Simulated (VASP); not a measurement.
# KBr in VASP: notebook

Runs on KBr. Level: LDA. Tasks: single point.

Everything below comes from runs of VASP 6.6.1. Logs are shortened: lines on timing, memory, paths and dates and some standing lists are left out, and cuts for length are marked.

## 1. The cell of the first run

It takes space group Fm-3m (No. 225, cubic). The conventional cell has a = 6.486 Å, b = 6.486 Å, c = 6.486 Å, α = 90.00°, β = 90.00°, γ = 90.00°. K (site symmetry m-3m) has 6 Br at 3.24 Å within 4.3 Å. Within 4.3 Å of Br (site symmetry m-3m) lie 6 K at 3.24 Å.

## 2. Single point, LDA (strain -0.015 along x and y, -0.015 along z)

INCAR reads:

```
SYSTEM = KBr
ALGO     = Normal         ! electronic algorithm
EDIFF    = 1E-6           ! SCF threshold, eV
ENCUT    = 520            ! plane-wave cutoff, eV
ISIF     = 2              ! what is computed and relaxed
ISMEAR   = 0              ! smearing method
LASPH    = .TRUE.         ! aspherical terms in the spheres
LCHARG   = .FALSE.        ! write CHGCAR
LREAL    = .FALSE.        ! projectors in reciprocal space
LWAVE    = .FALSE.        ! write WAVECAR
NBANDS   = 15             ! bands
NELM     = 60             ! most SCF steps
PREC     = Accurate       ! precision mode
SIGMA    = 0.05           ! smearing width, eV
```

KPOINTS reads:

```
k-points
0
G
  6 6 6
  0 0 0
```

POSCAR reads:

```
KBr
1.0
    0.0000000000      3.2431125000      3.2431125000
    3.2431125000      0.0000000000      3.2431125000
    3.2431125000      3.2431125000      0.0000000000
K Br
1 1
Direct
    0.0000000000      0.0000000000      0.0000000000
    0.5000000000      0.5000000000      0.5000000000
```

Potentials or basis: VASP PAW LDA potentials, release 64 (K_sv, Br).

Command:

```console
cat potpaw_LDA.64/K_sv/POTCAR potpaw_LDA.64/Br/POTCAR > POTCAR
mpirun -np 1 vasp_std > vasp.out
```

OUTCAR:

```text
SYSTEM = KBr
   EDIFF = 1E-6
   ENCUT = 520
   ISIF = 2
   ISMEAR = 0
   LASPH = .TRUE.
   LREAL = .FALSE.
   NELM = 60
   PREC = Accurate

 ion  position               nearest neighbor table
   1  0.000  0.000  0.000-   2 3.24   2 3.24   2 3.24   2 3.24   2 3.24   2 3.24
   2  0.500  0.500  0.500-   1 3.24   1 3.24   1 3.24   1 3.24   1 3.24   1 3.24

  LATTYP: Found a face centered cubic cell.
 ALAT       =     6.4862250000

  Lattice vectors:

 A1 = (   0.0000000000,   3.2431125000,   3.2431125000)
 A2 = (   3.2431125000,   0.0000000000,   3.2431125000)
 A3 = (   3.2431125000,   3.2431125000,   0.0000000000)

Analysis of symmetry for initial positions (statically):
=====================================================================
 Subroutine PRICEL returns:
 Original cell was already a primitive cell.

 Routine SETGRP: Setting up the symmetry group for a
 face centered cubic supercell.

 Subroutine GETGRP returns: Found 48 space group operations
 (whereof 48 operations were pure point group operations)
 out of a pool of 48 trial point group operations.

The static configuration has the point symmetry O_h .

Analysis of symmetry for dynamics (positions and initial velocities):
=====================================================================
 Subroutine PRICEL returns:
 Original cell was already a primitive cell.

 Routine SETGRP: Setting up the symmetry group for a
 face centered cubic supercell.

 Subroutine GETGRP returns: Found 48 space group operations
 (whereof 48 operations were pure point group operations)
 out of a pool of 48 trial point group operations.

The dynamic configuration has the point symmetry O_h .

 Subroutine INISYM returns: Found 48 space group operations
 (whereof 48 operations are pure point group operations),
 and found     1 'primitive' translations

----------------------------------------------------------------------------------------

                                     Primitive cell

  volume of cell :      68.2207

  direct lattice vectors                    reciprocal lattice vectors
     0.000000000  3.243112500  3.243112500    -0.154172882  0.154172882  0.154172882
     3.243112500  0.000000000  3.243112500     0.154172882 -0.154172882  0.154172882
     3.243112500  3.243112500  0.000000000     0.154172882  0.154172882 -0.154172882

  length of vectors
     4.586453682  4.586453682  4.586453682     0.267035264  0.267035264  0.267035264

[... 81 lines left out ...]
   PSTRESS=    0.0 pullay stress
   NELECT =      16.0000    total number of electrons
   NUPDOWN=      -1.0000    fix difference up-down
   EMIN   =  10.00;   EMAX   =-10.00  energy-range for DOS
   EFERMI =   0.00;   METHOD = LEGACY
   ISMEAR =     0;   SIGMA  =   0.05  broadening in eV -4-tet -1-fermi 0-gaus
   EFERMI_NEDOS =   21; number of points for ismear=-14 and -15
   IALGO  =     38    algorithm
   IMIX   =      4    mixing-type and parameters
     AMIX     =   0.40;   BMIX     =  1.00
     AMIX_MAG =   1.60;   BMIX_MAG =  1.00
  volume/ion in A,a.u.               =      34.11       230.19
  Fermi-wavevector in a.u.,A,eV,Ry     =   1.009585  1.907839 13.867895  1.019262
  Thomas-Fermi vector in A             =   2.142522
   LORBIT       =      0    0 simple, 1 ext, 2 COOP (PROOUT), +10 PAW based schemes
   GGA     = CA    functional components
   LHFCALC =     F    Hartree Fock is set to
   AEXX    =    0.0000 exact exchange contribution
   IVDW    =     0    specifies the selected vdW correction
   LEPSILON=     F    determine dielectric tensor
   LRPA    =     F    only Hartree local field effects (RPA)
 non-spin polarized calculation
 Gauss-broadening in eV      SIGMA  =   0.05
  energy-cutoff  :      520.00
  volume of cell :       68.22
 maximum number of plane-waves:      1868
 NGX is ok and might be reduce to    36
   NGX = 17   NGY = 17   NGZ = 17

 number of electron      16.0000002 magnetization

 Free energy of the ion-electron system (eV)
  ---------------------------------------------------
  ext. energy  EPLUGINS =         0.00000000
  ---------------------------------------------------
  free energy    TOTEN  =        -6.82565851 eV

  energy without entropy =       -6.82565851  energy(sigma->0) =       -6.82565851

 E-fermi :  -1.4156     XC(G=0):  -8.0970

 val. band max:       -1.6919679753   @ k =   0.0000   0.0000   0.0000
 cond. band min:       2.4841001652   @ k =   0.0000   0.0000   0.0000
 fundamental gap:      4.1760681406
 Fermi energy:        -1.4155623878

 k-point     1 :       0.0000    0.0000    0.0000
  band No.  band energies     occupation
      1     -28.9981      2.00000
      2     -14.0832      2.00000
      3     -12.7179      2.00000
      4     -12.7179      2.00000
      5     -12.7179      2.00000
      6      -1.6920      2.00000
      7      -1.6920      2.00000
      8      -1.6920      2.00000
      9       2.4841      0.00000
     10       5.6559      0.00000
     11       5.6559      0.00000
     12       5.6559      0.00000
     13       6.5654      0.00000
     14       6.5654      0.00000
[... 257 lines left out ...]
      2     -14.0433      2.00000
      3     -12.8228      2.00000
      4     -12.7852      2.00000
      5     -12.6548      2.00000
      6      -2.4873      2.00000
      7      -2.2445      2.00000
      8      -2.1978      2.00000
      9       4.5947      0.00000
     10       6.1254      0.00000
     11       6.4340      0.00000
     12       7.4983      0.00000
     13       8.2717      0.00000
     14       9.0898      0.00000
     15       9.6326      0.00000

------------------------ aborting loop because EDIFF is reached ----------------------------------------

  FORCE on cell =-STRESS in cart. coord.  units (eV):
  Direction    XX          YY          ZZ          XY          YZ          ZX
  --------------------------------------------------------------------------------------
  -------------------------------------------------------------------------------------
  Total       -0.3780510     -0.3780510     -0.3780510      0.0000000      0.0000000      0.0000000
  in kB       -8.8786097     -8.8786097     -8.8786097      0.0000000      0.0000000      0.0000000
  external PRESSURE =      -8.8786097 kB  Pullay stress =       0.0000000 kB

 VOLUME and BASIS-vectors are now :
 -----------------------------------------------------------------------------
  energy-cutoff  :      520.00
  volume of cell :       68.22
      direct lattice vectors                 reciprocal lattice vectors
     0.000000000  3.243112500  3.243112500    -0.154172882  0.154172882  0.154172882
     3.243112500  0.000000000  3.243112500     0.154172882 -0.154172882  0.154172882
     3.243112500  3.243112500  0.000000000     0.154172882  0.154172882 -0.154172882

 POSITION                                       TOTAL-FORCE (eV/Angst)
 -----------------------------------------------------------------------------------
      0.00000      0.00000      0.00000         0.000000     -0.000000     -0.000000
      3.24311      3.24311      3.24311        -0.000000      0.000000      0.000000
 -----------------------------------------------------------------------------------
    total drift:                                0.000000      0.000000      0.000000

  FREE ENERGIE OF THE ION-ELECTRON SYSTEM (eV)
  ---------------------------------------------------
  free  energy   TOTEN  =        -6.8256585116 eV

  energy  without entropy=       -6.8256585116  energy(sigma->0) =       -6.82565851
```

OSZICAR:

```text
N       E                     dE             d eps       ncg     rms          rms(c)
DAV:   1     0.104238927029E+03    0.10424E+03   -0.69113E+03   480   0.950E+02
DAV:   2    -0.384138889237E+00   -0.10462E+03   -0.95481E+02   627   0.248E+02
DAV:   3    -0.677583793107E+01   -0.63917E+01   -0.63549E+01   648   0.507E+01
DAV:   4    -0.700340998698E+01   -0.22757E+00   -0.22749E+00   728   0.920E+00
DAV:   5    -0.700533296678E+01   -0.19230E-02   -0.19230E-02   648   0.959E-01    0.360E+00
DAV:   6    -0.684738760545E+01    0.15795E+00   -0.18110E-01   578   0.217E+00    0.261E+00
DAV:   7    -0.682498667814E+01    0.22401E-01   -0.68126E-02   627   0.149E+00    0.120E+00
DAV:   8    -0.682558908682E+01   -0.60241E-03   -0.85687E-03   619   0.676E-01    0.164E-01
DAV:   9    -0.682559311295E+01   -0.40261E-05   -0.13787E-04   642   0.718E-02    0.703E-02
DAV:  10    -0.682565895574E+01   -0.65843E-04   -0.60608E-05   536   0.416E-02    0.246E-02
DAV:  11    -0.682565851156E+01    0.44418E-06   -0.37549E-06   672   0.120E-02
   1 F= -.68256585E+01 E0= -.68256585E+01  d E =-.209415E-16
```

stdout:

```text
POSCAR found type information on POSCAR K Br
 POSCAR found :  2 types and       2 ions
 scaLAPACK will be used
 LDA part: xc-table for (Slater(with rela. corr.)+CA(PZ))
 , standard interpolation
 POSCAR, INCAR and KPOINTS ok, starting setup
 FFT: planning ... GRIDC
 FFT: planning ... GRID_SOFT
 FFT: planning ... GRID
 WAVECAR not read
 entering main loop
```

Wall time 22 s (1 thread of AMD EPYC 7R43 (Zen 3), shared host); peak memory 0.14 GiB.

Results:

```
Free energy            : -6.8257 eV
Pressure               : -0.9 GPa
Band gap on the k mesh : 4.18 eV, direct
```

Caveat: the cell differs from its parent crystal (strain -0.015 along x and y, -0.015 along z).

## 3. Single point, LDA (strain +0.030 along x and y, +0.030 along z)

INCAR reads:

```
PREC = Accurate
ENCUT = 520
EDIFF = 1E-6
ISMEAR = 0
SIGMA = 0.05
LREAL = F
LASPH = T
NELM = 60
ALGO = Normal
ISIF = 2
LWAVE = F
LCHARG = T
LELF = T
LVHAR = T
NBANDS = 15
```

KPOINTS reads:

```
Automatic mesh
0
Gamma
  6 6 6
```

POSCAR reads:

```
KBr
1.0
    0.0000000000      3.3912750000      3.3912750000
    3.3912750000      0.0000000000      3.3912750000
    3.3912750000      3.3912750000      0.0000000000
K Br
1 1
Direct
    0.0000000000      0.0000000000      0.0000000000
    0.5000000000      0.5000000000      0.5000000000
```

Potentials or basis: VASP PAW LDA potentials, release 64 (K_sv, Br).

Command:

```console
cat potpaw_LDA.64/K_sv/POTCAR potpaw_LDA.64/Br/POTCAR > POTCAR
mpirun -np 1 vasp_std > vasp.out
```

Wall time 32 s (1 thread of AMD EPYC 7R43 (Zen 3), shared host); peak memory 0.14 GiB.

Results (log left out):

| Item | Value |
| --- | --- |
| Free energy | -6.7211 eV |
| Pressure | -2.4 GPa |
| Band gap on the k mesh | 3.84 eV, direct |

Levels at points of the mesh, in eV from the valence-band top:
```
           k point  band 6  band 7  band 8  band 9  band 10  band 11
(0.00, 0.00, 0.00)    0.00    0.00    0.00    3.84     7.32     7.32
(0.50, 0.00, 0.00)   -1.09   -0.29   -0.29    6.07     7.61     9.31
(0.50, 0.50, 0.00)   -0.77   -0.27   -0.27    5.64     6.57     8.71
```

Caveat: the cell differs from its parent crystal (strain +0.030 along x and y, +0.030 along z).

## 4. Single point, LDA (strain -0.030 along x and y, -0.015 along z)

INCAR reads:

```
SYSTEM = KBr
PREC = Accurate
ENCUT = 520
EDIFF = 1E-6
ISMEAR = 0
SIGMA = 0.05
LREAL = .FALSE.
LASPH = .TRUE.
NELM = 100
ALGO = Normal
ISIF = 2
LWAVE = .FALSE.
LCHARG = .FALSE.
NBANDS = 15
```

KPOINTS reads:

```
regular mesh
0
G
  6 6 6
  0 0 0
```

POSCAR reads:

```
KBr
1.0
    0.0000000000      3.1937250000      3.2431125000
    3.1937250000      0.0000000000      3.2431125000
    3.1937250000      3.1937250000      0.0000000000
K Br
1 1
Direct
    0.0000000000      0.0000000000      0.0000000000
    0.5000000000      0.5000000000      0.5000000000
```

Command:

```console
cat potpaw_LDA.64/K_sv/POTCAR potpaw_LDA.64/Br/POTCAR > POTCAR
mpirun -np 1 vasp_std > vasp.out
```

Wall time 37 s (1 thread of AMD EPYC 7R43 (Zen 3), shared host); peak memory 0.15 GiB.

Results (log left out):

```yaml
Free_energy: -6.8322 eV
Pressure: -0.3 GPa
Band_gap_on_the_k_mesh: 4.26 eV, direct
```

Stress tensor (GPa, compression positive):
```
-0.14  0.00  0.00
 0.00 -0.14  0.00
 0.00  0.00 -0.74
```

Levels at points of the mesh, in eV from the valence-band top:
| k point | band 5 | band 6 | band 7 | band 8 | band 9 | band 10 | band 11 | band 12 |
| --- | --- | --- | --- | --- | --- | --- | --- | --- |
| (0.00, 0.00, 0.00) | -10.97 | -0.01 | 0.00 | 0.00 | 4.26 | 7.27 | 7.37 | 7.37 |
| (0.50, 0.00, 0.00) | -10.69 | -1.44 | -0.44 | -0.43 | 6.42 | 8.22 | 9.73 | 9.73 |
| (0.50, 0.50, 0.00) | -11.03 | -0.97 | -0.31 | -0.31 | 5.45 | 7.16 | 9.29 | 9.55 |
| (0.50, 0.00, 0.50) | -11.03 | -0.94 | -0.34 | -0.34 | 5.43 | 7.17 | 9.33 | 9.63 |

Caveat: the cell differs from its parent crystal (strain -0.030 along x and y, -0.015 along z).

## 5. Single point, LDA (strain -0.030 along x and y, +0.000 along z)

INCAR reads:

```
SYSTEM = KBr
ALGO = Normal
EDIFF = 1E-7
ENCUT = 520
GGA = CA
ISIF = 2
ISMEAR = 0
LASPH = .TRUE.
LCHARG = .FALSE.
LREAL = .FALSE.
LWAVE = .FALSE.
NBANDS = 15
NELM = 100
PREC = Accurate
SIGMA = 0.05
```

KPOINTS reads:

```
k-points
0
G
  6 6 6
  0 0 0
```

POSCAR reads:

```
KBr
1.0
    0.0000000000      3.1937250000      3.2925000000
    3.1937250000      0.0000000000      3.2925000000
    3.1937250000      3.1937250000      0.0000000000
K Br
1 1
Direct
    0.0000000000      0.0000000000      0.0000000000
    0.5000000000      0.5000000000      0.5000000000
```

Potentials or basis: VASP PAW LDA potentials, release 64 (K_sv, Br).

Command:

```console
cat potpaw_LDA.64/K_sv/POTCAR potpaw_LDA.64/Br/POTCAR > POTCAR
mpirun -np 1 vasp_std > vasp.out
```

OUTCAR:

```text
SYSTEM = KBr
   EDIFF = 1E-7
   ENCUT = 520
   GGA = CA
   ISIF = 2
   ISMEAR = 0
   LASPH = .TRUE.
   LREAL = .FALSE.
   NELM = 100
   PREC = Accurate

 ion  position               nearest neighbor table
   1  0.000  0.000  0.000-   2 3.19   2 3.19   2 3.19   2 3.19   2 3.29   2 3.29
   2  0.500  0.500  0.500-   1 3.19   1 3.19   1 3.19   1 3.19   1 3.29   1 3.29

  LATTYP: Found a body centered tetragonal cell.
 ALAT       =     4.5166092095
 C/A-ratio  =     1.4579521262

  Lattice vectors:

 A1 = (  -3.1937250000,   0.0000000000,   3.2925000000)
 A2 = (   3.1937250000,   0.0000000000,   3.2925000000)
 A3 = (   0.0000000000,   3.1937250000,  -3.2925000000)

Analysis of symmetry for initial positions (statically):
=====================================================================
 Subroutine PRICEL returns:
 Original cell was already a primitive cell.

 Routine SETGRP: Setting up the symmetry group for a
 body centered tetragonal supercell.

 Subroutine GETGRP returns: Found 16 space group operations
 (whereof 16 operations were pure point group operations)
 out of a pool of 16 trial point group operations.

The static configuration has the point symmetry D_4h.

[... 176 lines left out ...]
      7      -1.6137      2.00000
      8      -1.6137      2.00000
      9       2.5947      0.00000
     10       5.5940      0.00000
     11       5.7936      0.00000
     12       5.7936      0.00000
     13       6.5774      0.00000
     14       6.7200      0.00000
[... 401 lines left out ...]
      2     -14.0052      2.00000
      3     -12.7073      2.00000
      4     -12.6605      2.00000
      5     -12.5933      2.00000
      6      -2.5453      2.00000
      7      -2.1264      2.00000
      8      -1.9795      2.00000
      9       4.3018      0.00000
     10       5.7604      0.00000
     11       7.2738      0.00000
     12       7.9082      0.00000
     13       8.2273      0.00000
     14       8.8287      0.00000
     15       9.4640      0.00000

 [... further k-points ...]

------------------------ aborting loop because EDIFF is reached ----------------------------------------

  FORCE on cell =-STRESS in cart. coord.  units (eV):
  Direction    XX          YY          ZZ          XY          YZ          ZX
  --------------------------------------------------------------------------------------
  -------------------------------------------------------------------------------------
  Total       -0.0881126     -0.0881126     -0.5403010      0.0000000      0.0000000      0.0000000
  in kB       -2.1018311     -2.1018311    -12.8882970      0.0000000      0.0000000      0.0000000
  external PRESSURE =      -5.6973198 kB  Pullay stress =       0.0000000 kB

 VOLUME and BASIS-vectors are now :
 -----------------------------------------------------------------------------
  energy-cutoff  :      520.00
  volume of cell :       67.17
      direct lattice vectors                 reciprocal lattice vectors
     0.000000000  3.193725000  3.292500000    -0.156556998  0.156556998  0.151860289
     3.193725000  0.000000000  3.292500000     0.156556998 -0.156556998  0.151860289
     3.193725000  3.193725000  0.000000000     0.156556998  0.156556998 -0.151860289

 POSITION                                       TOTAL-FORCE (eV/Angst)
 -----------------------------------------------------------------------------------
      0.00000      0.00000      0.00000        -0.000000      0.000000      0.000000
      3.19373      3.19373      3.29250         0.000000     -0.000000     -0.000000
 -----------------------------------------------------------------------------------
    total drift:                                0.000000      0.000000      0.000000

  FREE ENERGIE OF THE ION-ELECTRON SYSTEM (eV)
  ---------------------------------------------------
  free  energy   TOTEN  =        -6.8258303393 eV

  energy  without entropy=       -6.8258303393  energy(sigma->0) =       -6.82583034
```

OSZICAR:

```text
N       E                     dE             d eps       ncg     rms          rms(c)
DAV:   1     0.104319728224E+03    0.10432E+03   -0.68582E+03   900   0.946E+02
DAV:   2    -0.409741444945E+00   -0.10473E+03   -0.96539E+02  1166   0.245E+02
DAV:   3    -0.677332303125E+01   -0.63636E+01   -0.63332E+01  1229   0.517E+01
DAV:   4    -0.700162842511E+01   -0.22831E+00   -0.22825E+00  1318   0.890E+00
DAV:   5    -0.700364009058E+01   -0.20117E-02   -0.20116E-02  1264   0.957E-01    0.375E+00
DAV:   6    -0.684738643272E+01    0.15625E+00   -0.17823E-01  1089   0.218E+00    0.271E+00
DAV:   7    -0.682525214371E+01    0.22134E-01   -0.68521E-02  1201   0.151E+00    0.123E+00
DAV:   8    -0.682576920992E+01   -0.51707E-03   -0.82556E-03  1158   0.683E-01    0.174E-01
DAV:   9    -0.682576621367E+01    0.29963E-05   -0.13709E-04  1252   0.739E-02    0.728E-02
DAV:  10    -0.682583075945E+01   -0.64546E-04   -0.65835E-05  1042   0.425E-02    0.261E-02
DAV:  11    -0.682583005503E+01    0.70442E-06   -0.45907E-06  1224   0.144E-02    0.413E-03
DAV:  12    -0.682583033282E+01   -0.27779E-06   -0.27055E-07  1061   0.353E-03    0.542E-04
DAV:  13    -0.682583033931E+01   -0.64913E-08   -0.88197E-09   884   0.617E-04
   1 F= -.68258303E+01 E0= -.68258303E+01  d E =-.606334E-23
```

stdout:

```text
POSCAR found type information on POSCAR K Br
 POSCAR found :  2 types and       2 ions
 scaLAPACK will be used
 LDA part: xc-table for (Slater(with rela. corr.)+CA(PZ))
 , standard interpolation
 POSCAR, INCAR and KPOINTS ok, starting setup
 FFT: planning ... GRIDC
 FFT: planning ... GRID_SOFT
 FFT: planning ... GRID
 WAVECAR not read
 entering main loop
```

It took 45 s on 1 thread of AMD EPYC 7R43 (Zen 3), shared host; peak memory 0.15 GiB.

Results:

* Free energy: -6.8258 eV
* Pressure: -0.6 GPa
* Band gap on the k mesh: 4.21 eV, direct

Stress tensor (GPa, compression positive):
```
-0.21  0.00  0.00
 0.00 -0.21  0.00
 0.00  0.00 -1.29
```

Caveat: the cell differs from its parent crystal (strain -0.030 along x and y, +0.000 along z).

## 6. Summary

```tsv
cell	gap on the mesh (eV)	pressure (GPa)
a = 4.586 Å, angles 60.0°, 2 atoms	4.18	-0.9
a = 4.796 Å, angles 60.0°, 2 atoms	3.84	-2.4
a = 4.552, b = 4.552, c = 4.517 Å, angles 60.3, 60.3, 59.5°, 2 atoms	4.26	-0.3
a = 4.587, b = 4.587, c = 4.517 Å, angles 60.5, 60.5, 59.0°, 2 atoms	4.21	-0.6
```

Alike in all rows: task single point; level LDA; potentials or basis VASP PAW LDA potentials, release 64 (K_sv, Br); no spin polarisation; k mesh 6 × 6 × 6; cutoff (eV) 520; smearing gaussian 0.05 eV.

Total energies depend on the potentials used, so only differences within one code and one set of settings carry meaning.
